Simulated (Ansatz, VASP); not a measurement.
MnS: VASP beside Ansatz

Contents of INCAR:

```
  PREC = Accurate
  ENCUT = 520
  EDIFF = 1E-6
  ISMEAR = -1
  SIGMA = 0.05
  LREAL = F
  LASPH = T
  NELM = 150
  ALGO = Normal
  ISIF = 2
  LWAVE = F
  LCHARG = T
  ISPIN = 2
  MAGMOM = 4.5 -4.5 0 0
  LORBIT = 11
  LMAXMIX = 4
  LDAU = T
  LDAUTYPE = 2
  LDAUL = 2 -1
  LDAUU = 3.9 0
  LDAUJ = 0 0
  LDAUPRINT = 1
  GGA = PE
  LELF = T
  LVHAR = T
  NBANDS = 31
```

Contents of KPOINTS:

```
regular mesh
0
Gamma
  7 7 4
```

Contents of POSCAR:

```
MnS
1.0
    3.9960010800      0.0000000000      0.0000000000
   -1.9980005400      3.4606384500      0.0000000000
    0.0000000000      0.0000000000      6.4460000000
Mn S
2 2
Direct
    0.3333333300      0.6666666700      0.0000000000
    0.6666666700      0.3333333300      0.5000000000
    0.3333333300      0.6666666700      0.3750000000
    0.6666666700      0.3333333300      0.8750000000
```

Input for Ansatz:

```yaml
crystal:
  lattice:
    - [3.99600108, 0.0, 0.0]
    - [-1.99800054, 3.46063845, 0.0]
    - [0.0, 0.0, 6.446]
  atoms:
    - { symbol: Mn, position: [0.33333333, 0.66666667, 0.0], spin: 4.5 }
    - { symbol: Mn, position: [0.66666667, 0.33333333, 0.5], spin: -4.5 }
    - { symbol: S, position: [0.33333333, 0.66666667, 0.375] }
    - { symbol: S, position: [0.66666667, 0.33333333, 0.875] }
magnetization:
  spin_polarized: true
hamiltonian:
  xc: pbe
  pseudopotentials: { kind: paw }
  hubbard: { sites: [{ species: Mn, l: d, u_eff: 3.9 }] }
basis:
  ecutwfc: 420
kpoints:
  mp_grid: { grid: [7, 7, 4] }
scf:
  occupations: { method: fermi_dirac, width: 0.05 }
output:
  forces: true
  stress: true
```

Alike in both runs: task single point; functional PBE; k mesh 7 × 7 × 4; occupations fermi-dirac, width 0.05 eV; collinear spin; Hubbard terms Mn d U = 3.9 eV.

|  | VASP | Ansatz |
| --- | --- | --- |
| version | VASP 6.6.1 | Ansatz 0.2.0 |
| potentials or method | VASP PAW PBE potentials, release 64 (Mn_pv, S), cutoff 520 eV | PAW, plane waves, scalar-relativistic |
| valence electrons in the cell | 38 | 42 |

|  | VASP | Ansatz | Ansatz less VASP |
| --- | --- | --- | --- |
| pressure (GPa) | 2.8 | 2.8 | -0.03 |
| traceless stress, the component that is largest in VASP (GPa) | -0.22 | -0.16 | +0.061 |
| rms of the force components (eV/Å) | 0.015 | 0.011 | -0.0034 |
| net moment per atom (μB) | 0.00 | 0.00 | 0.000 |
| size of the moment on the site where the two differ most (μB) | 4.51 | 4.30 | -0.215 |

Site moments also hang on the region over which each program counts them. The programs project onto different local orbitals, so the same U acts differently, and such runs can settle in different states. Atom by atom the forces differ by 0.003 eV/Å (rms over components). VASP's potentials hold 38 valence electrons a cell and Ansatz's 42, so a difference there can come from the potentials and not from the codes.
